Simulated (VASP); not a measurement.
# Al2Pt (Fm-3m) in VASP: notebook, part 2 of 2

VASP 6.6.1. Earlier steps stand in the parts before.

### 3 Single point, PBEsol

This run uses another cell than the first one, of 16.05 Å³/atom, 1.052 times its volume.

INCAR

```
SYSTEM = Al2Pt
PREC = Accurate
ENCUT = 520
EDIFF = 1E-7
ISMEAR = -1
SIGMA = 0.05
LREAL = .FALSE.
LASPH = .TRUE.
NELM = 60
ALGO = Normal
ISIF = 2
LWAVE = .FALSE.
LCHARG = .FALSE.
GGA = PS
NBANDS = 15
```

KPOINTS

```
Automatic mesh
0
G
  8 8 8
  0 0 0
```

POSCAR

```
Al2Pt
1.0
    0.0000000000      2.8872755771      2.8872755771
    2.8872755771      0.0000000000      2.8872755771
    2.8872755771      2.8872755771      0.0000000000
Pt Al
1 2
Direct
    0.0000000000      0.0000000000      0.0000000000
    0.7500000000      0.7500000000      0.7500000000
    0.2500000000      0.2500000000      0.2500000000
```

Potentials or basis: VASP PAW PBE potentials, release 64 (Pt, Al).

Started as:

```console
$ cat potpaw_PBE.64/Pt/POTCAR potpaw_PBE.64/Al/POTCAR > POTCAR
$ mpirun -np 1 vasp_std > vasp.out
```

OUTCAR:

```text
SYSTEM = Al2Pt
   PREC = Accurate
   ENCUT = 520
   EDIFF = 1E-7
   ISMEAR = -1
   LREAL = .FALSE.
   LASPH = .TRUE.
   NELM = 60
   ISIF = 2
   GGA = PS

 ion  position               nearest neighbor table
   1  0.000  0.000  0.000-   2 2.50   2 2.50   2 2.50   2 2.50   3 2.50   3 2.50   3 2.50   3 2.50

   2  0.750  0.750  0.750-   1 2.50   1 2.50   1 2.50   1 2.50   3 2.89   3 2.89   3 2.89   3 2.89
                             3 2.89   3 2.89
   3  0.250  0.250  0.250-   1 2.50   1 2.50   1 2.50   1 2.50   2 2.89   2 2.89   2 2.89   2 2.89
                             2 2.89   2 2.89

  LATTYP: Found a face centered cubic cell.
 ALAT       =     5.7745511542

  Lattice vectors:

 A1 = (   0.0000000000,   2.8872755771,   2.8872755771)
 A2 = (   2.8872755771,   0.0000000000,   2.8872755771)
 A3 = (   2.8872755771,   2.8872755771,   0.0000000000)

Analysis of symmetry for initial positions (statically):
=====================================================================
 Subroutine PRICEL returns:
 Original cell was already a primitive cell.

 Routine SETGRP: Setting up the symmetry group for a
 face centered cubic supercell.

 Subroutine GETGRP returns: Found 48 space group operations
 (whereof 48 operations were pure point group operations)
 out of a pool of 48 trial point group operations.

The static configuration has the point symmetry O_h .

Analysis of symmetry for dynamics (positions and initial velocities):
=====================================================================
 Subroutine PRICEL returns:
 Original cell was already a primitive cell.

 Routine SETGRP: Setting up the symmetry group for a
 face centered cubic supercell.

 Subroutine GETGRP returns: Found 48 space group operations
 (whereof 48 operations were pure point group operations)
 out of a pool of 48 trial point group operations.

The dynamic configuration has the point symmetry O_h .

 Subroutine INISYM returns: Found 48 space group operations
 (whereof 48 operations are pure point group operations),
 and found     1 'primitive' translations
[... 121 lines left out ...]
   LORBIT       =      0    0 simple, 1 ext, 2 COOP (PROOUT), +10 PAW based schemes
   GGA     = PS    functional components
   LHFCALC =     F    Hartree Fock is set to
   AEXX    =    0.0000 exact exchange contribution
   IVDW    =     0    specifies the selected vdW correction
   LEPSILON=     F    determine dielectric tensor
   LRPA    =     F    only Hartree local field effects (RPA)
 non-spin polarized calculation
  energy-cutoff  :      520.00
  volume of cell :       48.14
 maximum number of plane-waves:      1316
   NGX = 15   NGY = 15   NGZ = 15

 number of electron      15.9999999 magnetization

 Free energy of the ion-electron system (eV)
  ---------------------------------------------------
  ext. energy  EPLUGINS =         0.00000000
  ---------------------------------------------------
  free energy    TOTEN  =       -17.66433586 eV

  energy without entropy =      -17.65269349  energy(sigma->0) =      -17.65851468

 E-fermi :   8.6155     XC(G=0): -11.1202

 val. band max:        8.5631693157   @ k =   0.3750   0.2500   0.0000
 cond. band min:       8.6474261119   @ k =  -0.3750   0.1250   0.0000
 fundamental gap:      0.0842567961
 Fermi energy:         8.6155454795

 k-point     1 :       0.0000    0.0000    0.0000
  band No.  band energies     occupation
      1      -2.1039      2.00000
      2       3.2016      2.00000
      3       3.2016      2.00000
      4       3.2016      2.00000
      5       4.6378      2.00000
      6       4.6378      2.00000
      7      12.1639      0.00000
      8      12.4803      0.00000
      9      12.4803      0.00000
     10      12.4803      0.00000
     11      14.4710      0.00000
     12      14.4710      0.00000
     13      14.4710      0.00000
     14      15.2262      0.00000
[... 401 lines left out ...]
      2       2.2584      2.00000
      3       3.3417      2.00000
      4       3.8970      2.00000
      5       4.2156      2.00000
      6       4.8788      2.00000
      7       5.1869      2.00000
      8       7.6497      2.00000
      9       8.7565      0.11254
     10      12.6517      0.00000
     11      14.1981      0.00000
     12      15.7538      0.00000
     13      16.1765      0.00000
     14      17.3508      0.00000
     15      18.2079      0.00000

 [... further k-points ...]
[... 5 lines left out ...]
  --------------------------------------------------------------------------------------
  -------------------------------------------------------------------------------------
  Total        2.9960778      2.9960778      2.9960778     -0.0000000     -0.0000000      0.0000000
  in kB       99.7169441     99.7169441     99.7169441     -0.0000000     -0.0000000      0.0000000
  external PRESSURE =      99.7169441 kB  Pullay stress =       0.0000000 kB

 VOLUME and BASIS-vectors are now :
 -----------------------------------------------------------------------------
  energy-cutoff  :      520.00
  volume of cell :       48.14
      direct lattice vectors                 reciprocal lattice vectors
     0.000000000  2.887275577  2.887275577    -0.173173633  0.173173633  0.173173633
     2.887275577  0.000000000  2.887275577     0.173173633 -0.173173633  0.173173633
     2.887275577  2.887275577  0.000000000     0.173173633  0.173173633 -0.173173633

 POSITION                                       TOTAL-FORCE (eV/Angst)
 -----------------------------------------------------------------------------------
      0.00000      0.00000      0.00000        -0.000000     -0.000000     -0.000000
      4.33091      4.33091      4.33091        -0.000000     -0.000000     -0.000000
      1.44364      1.44364      1.44364         0.000000      0.000000      0.000000
 -----------------------------------------------------------------------------------
    total drift:                                0.000000     -0.000000     -0.000000

  FREE ENERGIE OF THE ION-ELECTRON SYSTEM (eV)
  ---------------------------------------------------
  free  energy   TOTEN  =       -17.6643358644 eV

  energy  without entropy=      -17.6526934949  energy(sigma->0) =      -17.65851468
```

OSZICAR:

```text
N       E                     dE             d eps       ncg     rms          rms(c)
DAV:   1     0.468235328707E+02    0.46824E+02   -0.67827E+03   886   0.917E+02
DAV:   2    -0.169031148844E+02   -0.63727E+02   -0.56904E+02  1059   0.169E+02
DAV:   3    -0.183454791252E+02   -0.14424E+01   -0.14329E+01  1143   0.244E+01
DAV:   4    -0.183567139257E+02   -0.11235E-01   -0.11233E-01  1024   0.250E+00
DAV:   5    -0.183569117742E+02   -0.19785E-03   -0.19785E-03  1186   0.343E-01    0.100E+01
DAV:   6    -0.177958823014E+02    0.56103E+00   -0.20571E+00  1017   0.130E+01    0.252E+00
DAV:   7    -0.177031343590E+02    0.92748E-01   -0.13692E-01   982   0.351E+00    0.183E+00
DAV:   8    -0.176645209788E+02    0.38613E-01   -0.27423E-02  1046   0.132E+00    0.271E-01
DAV:   9    -0.176643009431E+02    0.22004E-03   -0.14089E-03  1087   0.310E-01    0.171E-01
DAV:  10    -0.176643397740E+02   -0.38831E-04   -0.17701E-04  1080   0.103E-01    0.189E-02
DAV:  11    -0.176643358833E+02    0.38906E-05   -0.12013E-05  1010   0.330E-02    0.779E-03
DAV:  12    -0.176643359262E+02   -0.42872E-07   -0.10142E-06  1010   0.654E-03    0.197E-03
DAV:  13    -0.176643358644E+02    0.61816E-07   -0.28474E-07   975   0.487E-03
   1 F= -.17664336E+02 E0= -.17658515E+02  d E =-.116424E-01
```

Wall time 28 s (1 thread of Intel Xeon 8259CL, shared host); peak memory 0.18 GiB.

Results:

```yaml
Free_energy: -17.6643 eV
Pressure: 10.0 GPa
Band_gap_on_the_k_mesh: zero (band 8 reaches 12.48 eV, above the bottom of band 9 at 6.90 eV)
```

Caveat: the PAW data sets were made with another functional, which shifts forces and pressure a little; spin-orbit coupling is left out, which moves the levels of the heavy elements.
